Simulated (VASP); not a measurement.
Ta: single point with PBEsol

The system is Ta.

```xyz
2
Lattice="2.9004 0.0000 0.0000 -1.4502 2.5118 0.0000 0.0000 0.0000 5.1663" Properties=species:S:1:pos:R:3 pbc="T T T"
Ta    0.0000    1.6745    1.2916
Ta    1.4502    0.8373    3.8747
```

```json
{
 "Program": "VASP 6.6.1",
 "Task": "single point",
 "Functional": "PBEsol",
 "Potentials or basis": "VASP PAW PBE potentials, release 64 (Ta_pv)",
 "Cutoff": "520 eV",
 "k mesh": "9 × 9 × 5",
 "Occupations": "gaussian, width 0.005 eV",
 "Spin": "no spin polarisation"
}
```

```yaml
Pressure: -7.0 GPa
Band_gap_on_the_k_mesh: zero (band 11 reaches 6.29 eV, above the bottom of band 12 at 4.80 eV)
```

Stress tensor (GPa, compression positive):
```
-8.34  0.00  0.00
 0.00 -8.34  0.00
 0.00  0.00 -4.36
```

Levels at points of the mesh, in eV from the Fermi level:
| k point | band 8 | band 9 | band 10 | band 11 | band 12 | band 13 | band 14 | band 15 |
| --- | --- | --- | --- | --- | --- | --- | --- | --- |
| (0.00, 0.00, 0.00) | -4.91 | -0.56 | -0.10 | 0.59 | 0.59 | 1.15 | 1.15 | 2.95 |

Run time: 21 s on 1 thread of Intel Xeon 6975P-C, with other jobs on the host, peak memory 0.16 GiB.

Caveat: the PAW data sets were made with another functional, which shifts forces and pressure a little; spin-orbit coupling is left out, which moves the levels of the heavy elements.
